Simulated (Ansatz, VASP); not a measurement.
**Two plane-wave programs on NaH**

Contents of POSCAR:

```
NaH
1.0
    2.9323911999      0.0000000000      0.0000000000
    0.0000000000      2.9323911999      0.0000000000
    0.0000000000      0.0000000000      2.9323911999
Na H
1 1
Direct
    0.0000000000      0.0000000000      0.0000000000
    0.5000000000      0.5000000000      0.5000000000
```

INCAR.step1

```
SYSTEM = NaH
PREC = Accurate
ENCUT = 520
ISMEAR = 0
SIGMA = 0.01
LREAL = .FALSE.
LASPH = .TRUE.
NELM = 60
NBANDS = 11
GGA = PE
ALGO = Normal
EDIFF = 1E-4
LWAVE = .TRUE.
LCHARG = .FALSE.
```

The input INCAR.step2:

```
SYSTEM = NaH
PREC = Accurate
ENCUT = 520
EDIFF = 1E-6
ISMEAR = 0
SIGMA = 0.01
LREAL = .FALSE.
LASPH = .TRUE.
NELM = 60
ALGO = Normal
ISIF = 2
LWAVE = .FALSE.
LCHARG = .TRUE.
METAGGA = R2SCAN
LMIXTAU = .TRUE.
LELF = .TRUE.
LVHAR = .TRUE.
NBANDS = 11
ISTART = 1
```

File KPOINTS:

```
regular mesh
0
G
  8 8 8
  0 0 0
```

Input for Ansatz:

```yaml
crystal:
  lattice:
    - [2.9323911999, 0.0, 0.0]
    - [0.0, 2.9323911999, 0.0]
    - [0.0, 0.0, 2.9323911999]
  atoms:
    - { symbol: Na, position: [0.0, 0.0, 0.0] }
    - { symbol: H, position: [0.5, 0.5, 0.5] }
kpoints:
  mp_grid: { grid: [8, 8, 8] }
  band_path:
    path:
      - [0.0, 0.0, 0.0]
      - [0.0, 0.5, 0.0]
      - [0.5, 0.5, 0.0]
      - [0.5, 0.5, 0.5]
      - [0.0, 0.0, 0.5]
    npoints: 1
hamiltonian:
  xc: r2scan
scf:
  occupations: { method: fixed }
  n_extra_bands: 4
output:
  forces: true
  stress: true
  eigenvalues: true
```

Alike in both runs: task single point; functional r2SCAN; k mesh 8 × 8 × 8; no spin polarisation.

|  | VASP | Ansatz |
| --- | --- | --- |
| version | VASP 6.6.1 | Ansatz 0.2.0 |
| potentials or method | VASP PAW PBE potentials, release 64 (Na_pv, H) | plane waves, PAW |
| plane-wave cutoff (eV) | 520 | 500 |
| occupations | gaussian, width 0.01 eV | fixed |
| valence electrons in the cell | 8 | 10 |

Ansatz gave:

* gap on the k mesh at the Fermi level (eV): 1.60
* pressure (GPa): 0.0

**Question.** Estimate VASP's values.

**Answer.** gap on the k mesh at the Fermi level (eV): 1.61; pressure (GPa): -0.3.

VASP's potentials were made for PBE, not for r2SCAN. VASP's potentials hold 8 valence electrons a cell and Ansatz's 10, so a difference there can come from the potentials and not from the codes.
